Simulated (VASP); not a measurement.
# ZrB2 (P6/mmm) in VASP: further runs, part 2 of 2

VASP 6.6.1. The steps go on from the part before.

## 3. Single point, PBEsol

This run uses another cell than the first one, of 10.08 Å³/atom.

INCAR reads:

```
SYSTEM = ZrB2
ALGO = Normal
EDIFF = 1E-7
ENCUT = 520
GGA = PS
ISIF = 2
ISMEAR = 0
LASPH = .TRUE.
LCHARG = .FALSE.
LREAL = .FALSE.
LWAVE = .FALSE.
NBANDS = 16
NELM = 80
PREC = Accurate
SIGMA = 0.1
```

KPOINTS reads:

```
k-points
0
G
  15 15 12
  0 0 0
```

POSCAR reads:

```
ZrB2
1.0
    3.1548425363      0.0000000000      0.0000000000
   -1.5774212682      2.7321737814      0.0000000000
    0.0000000000      0.0000000000      3.5072895074
Zr B
1 2
Direct
    0.0000000000      0.0000000000      0.0000000000
    0.3333333333      0.6666666667      0.5000000000
    0.6666666667      0.3333333333      0.5000000000
```

Potentials or basis: VASP PAW PBE potentials, release 64 (Zr_sv, B).

Launch:

```bash
> cat potpaw_PBE.64/Zr_sv/POTCAR potpaw_PBE.64/B/POTCAR > POTCAR
> mpirun -np 1 vasp_std > vasp.out
```

OUTCAR:

```text
SYSTEM = ZrB2
   EDIFF = 1E-7
   ENCUT = 520
   GGA = PS
   ISIF = 2
   ISMEAR = 0
   LASPH = .TRUE.
   LREAL = .FALSE.
   NELM = 80
   PREC = Accurate

 ion  position               nearest neighbor table
   1  0.000  0.000  0.000-   2 2.53   3 2.53   2 2.53   3 2.53   3 2.53   3 2.53   2 2.53   2 2.53
                             3 2.53   3 2.53   2 2.53   2 2.53
   2  0.333  0.667  0.500-   3 1.82   3 1.82   3 1.82   1 2.53   1 2.53   1 2.53   1 2.53   1 2.53
                             1 2.53
   3  0.667  0.333  0.500-   2 1.82   2 1.82   2 1.82   1 2.53   1 2.53   1 2.53   1 2.53   1 2.53
                             1 2.53

  LATTYP: Found a hexagonal cell.
 ALAT       =     3.1548425363
 C/A-ratio  =     1.1117161846

  Lattice vectors:

 A1 = (   3.1548425363,   0.0000000000,   0.0000000000)
 A2 = (  -1.5774212682,   2.7321737814,   0.0000000000)
 A3 = (   0.0000000000,   0.0000000000,   3.5072895074)

Analysis of symmetry for initial positions (statically):
=====================================================================
 Subroutine PRICEL returns:
 Original cell was already a primitive cell.

 Routine SETGRP: Setting up the symmetry group for a
 hexagonal supercell.

 Subroutine GETGRP returns: Found 24 space group operations
 (whereof 24 operations were pure point group operations)
 out of a pool of 24 trial point group operations.

The static configuration has the point symmetry D_6h.

Analysis of symmetry for dynamics (positions and initial velocities):
=====================================================================
 Subroutine PRICEL returns:
 Original cell was already a primitive cell.

 Routine SETGRP: Setting up the symmetry group for a
 hexagonal supercell.

 Subroutine GETGRP returns: Found 24 space group operations
 (whereof 24 operations were pure point group operations)
 out of a pool of 24 trial point group operations.

The dynamic configuration has the point symmetry D_6h.

 Subroutine INISYM returns: Found 24 space group operations
 (whereof 24 operations are pure point group operations),
 and found     1 'primitive' translations

[... 121 lines left out ...]
   GGA     = PS    functional components
   LHFCALC =     F    Hartree Fock is set to
   AEXX    =    0.0000 exact exchange contribution
   IVDW    =     0    specifies the selected vdW correction
   LEPSILON=     F    determine dielectric tensor
   LRPA    =     F    only Hartree local field effects (RPA)
 non-spin polarized calculation
 Gauss-broadening in eV      SIGMA  =   0.10
  energy-cutoff  :      520.00
  volume of cell :       30.23
 maximum number of plane-waves:       831
 NGX is ok and might be reduce to    24
   NGX = 11   NGY = 11   NGZ = 13

 number of electron      18.0000000 magnetization

 Free energy of the ion-electron system (eV)
  ---------------------------------------------------
  ext. energy  EPLUGINS =         0.00000000
  ---------------------------------------------------
  free energy    TOTEN  =       -26.40305176 eV

  energy without entropy =      -26.40198120  energy(sigma->0) =      -26.40251648

 E-fermi :  10.6034     XC(G=0): -12.6175

 val. band max:       10.5748104375   @ k =   0.0667   0.0667   0.4167
 cond. band min:      10.6158437463   @ k =   0.4000   0.1333   0.0000
 fundamental gap:      0.0410333089
 Fermi energy:        10.6034460749

 k-point     1 :       0.0000    0.0000    0.0000
  band No.  band energies     occupation
      1     -37.8299      2.00000
      2     -16.0666      2.00000
      3     -15.4793      2.00000
      4     -15.4793      2.00000
      5      -2.1581      2.00000
      6       7.9418      2.00000
[... 433 lines left out ...]
      3     -15.9349      2.00000
      4     -15.8646      2.00000
      5       2.2275      2.00000
      6       2.4074      2.00000
[... 8 lines left out ...]
     15      20.2388      0.00000
     16      20.4146      0.00000

 [... further k-points ...]

------------------------ aborting loop because EDIFF is reached ----------------------------------------

  FORCE on cell =-STRESS in cart. coord.  units (eV):
  Direction    XX          YY          ZZ          XY          YZ          ZX
  --------------------------------------------------------------------------------------
  -------------------------------------------------------------------------------------
  Total        0.0567983      0.0567983      0.0506239     -0.0000000      0.0000000      0.0000000
  in kB        3.0101485      3.0101485      2.6829239     -0.0000000      0.0000000      0.0000000
  external PRESSURE =       2.9010736 kB  Pullay stress =       0.0000000 kB

 VOLUME and BASIS-vectors are now :
 -----------------------------------------------------------------------------
  energy-cutoff  :      520.00
  volume of cell :       30.23
      direct lattice vectors                 reciprocal lattice vectors
     3.154842536  0.000000000  0.000000000     0.316973031  0.183004465  0.000000000
    -1.577421268  2.732173781  0.000000000     0.000000000  0.366008929  0.000000000
     0.000000000  0.000000000  3.507289507     0.000000000  0.000000000  0.285120461

 POSITION                                       TOTAL-FORCE (eV/Angst)
 -----------------------------------------------------------------------------------
      0.00000      0.00000      0.00000        -0.000000      0.000000      0.000000
     -0.00000      1.82145      1.75364         0.000000      0.000000      0.000000
      1.57742      0.91072      1.75364        -0.000000      0.000000      0.000000
 -----------------------------------------------------------------------------------
    total drift:                               -0.000000      0.000000     -0.000000

  FREE ENERGIE OF THE ION-ELECTRON SYSTEM (eV)
  ---------------------------------------------------
  free  energy   TOTEN  =       -26.4030517632 eV

  energy  without entropy=      -26.4019811987  energy(sigma->0) =      -26.40251648
```

stdout:

```text
POSCAR found type information on POSCAR ZrB
 POSCAR found :  2 types and       3 ions
 scaLAPACK will be used
 -----------------------------------------------------------------------------
|                                                                             |
|                                                                             |
|     You enforced a specific xc type in the INCAR file but a different       |
|     I HOPE YOU KNOW WHAT YOU ARE DOING!                                     |
|                                                                             |
 -----------------------------------------------------------------------------

 LDA part: xc-table for (Slater+PW92), standard interpolation
 POSCAR, INCAR and KPOINTS ok, starting setup
 FFT: planning ... GRIDC
 FFT: planning ... GRID_SOFT
 FFT: planning ... GRID
 WAVECAR not read
 entering main loop
```

Run time: 96 s. Hardware: 1 thread of Intel Xeon 8259CL, shared host; peak memory 0.21 GiB.

What came out:

```
Free energy            : -26.4031 eV
Pressure               : 0.3 GPa
Band gap on the k mesh : zero (bands 9 and 10 overlap by 0.99 eV)
```

Caveat: the PAW data sets were made with another functional, which shifts forces and pressure a little.

## 4. Single point, PBEsol

This run uses another cell than the first one, of 10.08 Å³/atom.

INCAR reads:

```
SYSTEM = ZrB2
ALGO = Normal
EDIFF = 1E-7
ENCUT = 520
GGA = PS
ISIF = 2
ISMEAR = -1
LASPH = .True.
LCHARG = .True.
LELF = .True.
LREAL = .False.
LVHAR = .True.
LWAVE = .False.
NBANDS = 16
NELM = 80
PREC = Accurate
SIGMA = 0.15
```

KPOINTS reads:

```
k-points
0
Gamma
  15 15 12
  0 0 0
```

POSCAR reads:

```
ZrB2
1.0
    3.1554555196      0.0000000000      0.0000000000
   -1.5777277598      2.7327046405      0.0000000000
    0.0000000000      0.0000000000      3.5067451871
Zr B
1 2
Direct
    0.0000000000      0.0000000000      0.0000000000
    0.3333333333      0.6666666667      0.5000000000
    0.6666666667      0.3333333333      0.5000000000
```

Potentials or basis: VASP PAW PBE potentials, release 64 (Zr_sv, B).

Launch:

```bash
> cat potpaw_PBE.64/Zr_sv/POTCAR potpaw_PBE.64/B/POTCAR > POTCAR
> mpirun -np 1 vasp_std > vasp.out
```

OUTCAR:

```text
SYSTEM = ZrB2
   EDIFF = 1E-7
   ENCUT = 520
   GGA = PS
   ISIF = 2
   ISMEAR = -1
   LASPH = .True.
   LREAL = .False.
   NELM = 80
   PREC = Accurate

 ion  position               nearest neighbor table
   1  0.000  0.000  0.000-   2 2.53   3 2.53   2 2.53   3 2.53   3 2.53   3 2.53   2 2.53   2 2.53
                             3 2.53   3 2.53   2 2.53   2 2.53
   2  0.333  0.667  0.500-   3 1.82   3 1.82   3 1.82   1 2.53   1 2.53   1 2.53   1 2.53   1 2.53
                             1 2.53
   3  0.667  0.333  0.500-   2 1.82   2 1.82   2 1.82   1 2.53   1 2.53   1 2.53   1 2.53   1 2.53
                             1 2.53

  LATTYP: Found a hexagonal cell.
 ALAT       =     3.1554555196
 C/A-ratio  =     1.1113277197

  Lattice vectors:

 A1 = (   3.1554555196,   0.0000000000,   0.0000000000)
 A2 = (  -1.5777277598,   2.7327046405,   0.0000000000)
 A3 = (   0.0000000000,   0.0000000000,   3.5067451871)

Analysis of symmetry for initial positions (statically):
=====================================================================
 Subroutine PRICEL returns:
 Original cell was already a primitive cell.

 Routine SETGRP: Setting up the symmetry group for a
 hexagonal supercell.

 Subroutine GETGRP returns: Found 24 space group operations
 (whereof 24 operations were pure point group operations)
 out of a pool of 24 trial point group operations.

The static configuration has the point symmetry D_6h.

Analysis of symmetry for dynamics (positions and initial velocities):
=====================================================================
 Subroutine PRICEL returns:
 Original cell was already a primitive cell.

 Routine SETGRP: Setting up the symmetry group for a
 hexagonal supercell.

 Subroutine GETGRP returns: Found 24 space group operations
 (whereof 24 operations were pure point group operations)
 out of a pool of 24 trial point group operations.

The dynamic configuration has the point symmetry D_6h.

 Subroutine INISYM returns: Found 24 space group operations
 (whereof 24 operations are pure point group operations),
 and found     1 'primitive' translations

----------------------------------------------------------------------------------------

                                     Primitive cell

  volume of cell :      30.2384

  direct lattice vectors                    reciprocal lattice vectors
     3.155455520  0.000000000  0.000000000     0.316911455  0.182968914  0.000000000
    -1.577727760  2.732704641  0.000000000     0.000000000  0.365937828  0.000000000
     0.000000000  0.000000000  3.506745187     0.000000000  0.000000000  0.285164717

  length of vectors
     3.155455520  3.155455520  3.506745187     0.365937828  0.365937828  0.285164717

  position of ions in fractional coordinates (direct lattice)
     0.000000000  0.000000000  0.000000000
     0.333333333  0.666666667  0.500000000
     0.666666667  0.333333333  0.500000000

  ion indices of the primitive-cell ions
   primitive index   ion index
                 1           1
                 2           2
                 3           3

----------------------------------------------------------------------------------------

 KPOINTS: k-points

Automatic generation of k-mesh.
 Grid dimensions read from file:
 generate k-points for:   15   15   12

 Generating k-lattice:

  Cartesian coordinates                     Fractional coordinates (reciprocal lattice)
     0.021127430  0.012197928  0.000000000     0.066666667  0.000000000  0.000000000
     0.000000000  0.024395855  0.000000000     0.000000000  0.066666667  0.000000000
     0.000000000  0.000000000  0.023763726     0.000000000  0.000000000  0.083333333

  Length of vectors
     0.024395855  0.024395855  0.023763726

  Shift w.r.t. Gamma in fractional coordinates (k-lattice)
     0.000000000  0.000000000  0.000000000

 Subroutine IBZKPT returns following result:
 ===========================================

 Found    189 irreducible k-points:

 Following reciprocal coordinates:
            Coordinates               Weight
  0.000000  0.000000  0.000000      1.000000
  0.066667  0.000000  0.000000      6.000000
  0.133333  0.000000  0.000000      6.000000
  0.200000 -0.000000  0.000000      6.000000
  0.266667  0.000000  0.000000      6.000000
  0.333333 -0.000000  0.000000      6.000000
[... 16 lines left out ...]
  0.333333  0.200000  0.000000     12.000000
  0.400000  0.200000  0.000000      6.000000
 [... further k-points ...]
   k-points           NKPTS =    189   k-points in BZ     NKDIM =    189   number of bands    NBANDS=     16
   number of dos      NEDOS =    301   number of ions     NIONS =      3
   total plane-waves  NPLWV =  16128
   dimension x,y,z NGX =    24 NGY =   24 NGZ =   28
   dimension x,y,z NGXF=    48 NGYF=   48 NGZF=   56
   ions per type =               1   2
   NGX,Y,Z   is equivalent  to a cutoff of  12.64, 12.64, 13.27 a.u.
   NGXF,Y,Z  is equivalent  to a cutoff of  25.29, 25.29, 26.55 a.u.
 SYSTEM =  ZrB2
   PREC   = accura    normal or accurate (medium, high low for compatibility)
   ISTART =      0    job   : 0-new  1-cont  2-samecut
   ICHARG =      2    charge: 1-file 2-atom 10-const
   ISPIN  =      1    spin polarized calculation?
   LNONCOLLINEAR =      F non collinear calculations
   LSORBIT =      F    spin-orbit coupling
   LASPH  =      T    aspherical Exc in radial PAW
   ENCUT  =  520.0 eV  38.22 Ry    6.18 a.u.   5.87  5.87  6.52*2*pi/ulx,y,z
   NELM   =     80;   NELMIN=  2; NELMDL= -5     # of ELM steps
   EDIFF  = 0.1E-06   stopping-criterion for ELM
   LREAL  =      F    real-space projection
   EDIFFG = 0.1E-05   stopping-criterion for IOM
   NSW    =      0    number of steps for IOM
   IBRION =     -1    ionic relax: 0-MD 1-quasi-New 2-CG
   NFREE  =      0    steps in history (QN), initial steepest desc. (CG)
   ISIF   =      2    stress and relaxation
   ISYM   =      2    0-nonsym 1-usesym 2-fastsym
   POTIM  = 0.5000    time-step for ionic-motion
   TEBEG  =    0.0;   TEEND  =   0.0 temperature during run
   PSTRESS=    0.0 pullay stress
   NELECT =      18.0000    total number of electrons
   NUPDOWN=      -1.0000    fix difference up-down
   EMIN   =  10.00;   EMAX   =-10.00  energy-range for DOS
   EFERMI =   0.00;   METHOD = LEGACY
   ISMEAR =    -1;   SIGMA  =   0.15  broadening in eV -4-tet -1-fermi 0-gaus
   EFERMI_NEDOS =   21; number of points for ismear=-14 and -15
   IALGO  =     38    algorithm
   IMIX   =      4    mixing-type and parameters
     AMIX     =   0.40;   BMIX     =  1.00
     AMIX_MAG =   1.60;   BMIX_MAG =  1.00
  volume/ion in A,a.u.               =      10.08        68.02
  Fermi-wavevector in a.u.,A,eV,Ry     =   1.377144  2.602425 25.803796  1.896526
  Thomas-Fermi vector in A             =   2.502324
   LORBIT       =      0    0 simple, 1 ext, 2 COOP (PROOUT), +10 PAW based schemes
   GGA     = PS    functional components
   LHFCALC =     F    Hartree Fock is set to
   AEXX    =    0.0000 exact exchange contribution
   IVDW    =     0    specifies the selected vdW correction
   LEPSILON=     F    determine dielectric tensor
   LRPA    =     F    only Hartree local field effects (RPA)
 non-spin polarized calculation
  energy-cutoff  :      520.00
  volume of cell :       30.24
 maximum number of plane-waves:       831
 NGX is ok and might be reduce to    24
   NGX = 11   NGY = 11   NGZ = 13

 number of electron      18.0000000 magnetization

 Free energy of the ion-electron system (eV)
  ---------------------------------------------------
  ext. energy  EPLUGINS =         0.00000000
  ---------------------------------------------------
  free energy    TOTEN  =       -26.41209828 eV

  energy without entropy =      -26.39087275  energy(sigma->0) =      -26.40148551

 E-fermi :  10.5872     XC(G=0): -12.6164

 val. band max:       10.5709240841   @ k =   0.0667   0.0667   0.4167
 cond. band min:      10.6148214704   @ k =   0.4000   0.1333   0.0000
 fundamental gap:      0.0438973862
 Fermi energy:        10.5872316305

 k-point     1 :       0.0000    0.0000    0.0000
  band No.  band energies     occupation
      1     -37.8325      2.00000
      2     -16.0679      2.00000
      3     -15.4832      2.00000
      4     -15.4832      2.00000
      5      -2.1582      2.00000
      6       7.9377      2.00000
[... 433 lines left out ...]
      3     -15.9381      2.00000
      4     -15.8663      2.00000
      5       2.2264      2.00000
      6       2.4056      2.00000
[... 8 lines left out ...]
     15      20.2343      0.00000
     16      20.4074      0.00000

 [... further k-points ...]

------------------------ aborting loop because EDIFF is reached ----------------------------------------

  FORCE on cell =-STRESS in cart. coord.  units (eV):
  Direction    XX          YY          ZZ          XY          YZ          ZX
  --------------------------------------------------------------------------------------
  -------------------------------------------------------------------------------------
  Total        0.0568000      0.0568000      0.0505463      0.0000000      0.0000000      0.0000000
  in kB        3.0095409      3.0095409      2.6781861      0.0000000      0.0000000      0.0000000
  external PRESSURE =       2.8990893 kB  Pullay stress =       0.0000000 kB

 VOLUME and BASIS-vectors are now :
 -----------------------------------------------------------------------------
  energy-cutoff  :      520.00
  volume of cell :       30.24
      direct lattice vectors                 reciprocal lattice vectors
     3.155455520  0.000000000  0.000000000     0.316911455  0.182968914  0.000000000
    -1.577727760  2.732704641  0.000000000     0.000000000  0.365937828  0.000000000
     0.000000000  0.000000000  3.506745187     0.000000000  0.000000000  0.285164717

 POSITION                                       TOTAL-FORCE (eV/Angst)
 -----------------------------------------------------------------------------------
      0.00000      0.00000      0.00000        -0.000000      0.000000      0.000000
     -0.00000      1.82180      1.75337         0.000000      0.000000      0.000000
      1.57773      0.91090      1.75337        -0.000000     -0.000000      0.000000
 -----------------------------------------------------------------------------------
    total drift:                               -0.000000      0.000000      0.000000

  FREE ENERGIE OF THE ION-ELECTRON SYSTEM (eV)
  ---------------------------------------------------
  free  energy   TOTEN  =       -26.4120982764 eV

  energy  without entropy=      -26.3908727493  energy(sigma->0) =      -26.40148551
```

stdout:

```text
POSCAR found type information on POSCAR ZrB
 POSCAR found :  2 types and       3 ions
 scaLAPACK will be used
 -----------------------------------------------------------------------------
|                                                                             |
|                                                                             |
|     You enforced a specific xc type in the INCAR file but a different       |
|     I HOPE YOU KNOW WHAT YOU ARE DOING!                                     |
|                                                                             |
 -----------------------------------------------------------------------------

 LDA part: xc-table for (Slater+PW92), standard interpolation
 POSCAR, INCAR and KPOINTS ok, starting setup
 FFT: planning ... GRIDC
 FFT: planning ... GRID_SOFT
 FFT: planning ... GRID
 WAVECAR not read
 entering main loop
```

It took 97 s on 1 thread of Intel Xeon 8259CL, shared host; peak memory 0.21 GiB.

What came out:

```yaml
Free_energy: -26.4121 eV
Pressure: 0.3 GPa
Band_gap_on_the_k_mesh: zero (bands 9 and 10 overlap by 0.98 eV)
```

Caveat: the PAW data sets were made with another functional, which shifts forces and pressure a little.

## 5. Summary

```csv
cell,k mesh,smearing,gap on the mesh (eV),pressure (GPa)
"a = 3.168, b = 3.168, c = 3.552 Å, angles 90.0, 90.0, 120.0°, 3 atoms",6 × 6 × 6,gaussian 0.1 eV,none,-4.4
"a = 3.155, b = 3.155, c = 3.507 Å, angles 90.0, 90.0, 120.0°, 3 atoms",15 × 15 × 12,gaussian 0.1 eV,none,0.3
"a = 3.155, b = 3.155, c = 3.507 Å, angles 90.0, 90.0, 120.0°, 3 atoms",15 × 15 × 12,fermi-dirac 0.15 eV,none,0.3
```

Alike in all rows: task single point; level PBEsol; potentials or basis VASP PAW PBE potentials, release 64 (Zr_sv, B); no spin polarisation; cutoff (eV) 520.

Caveats: some runs use coarse meshes; the PAW data sets were made with another functional, which shifts forces and pressure a little.

Absolute energies hang on the potentials; compare differences alone.
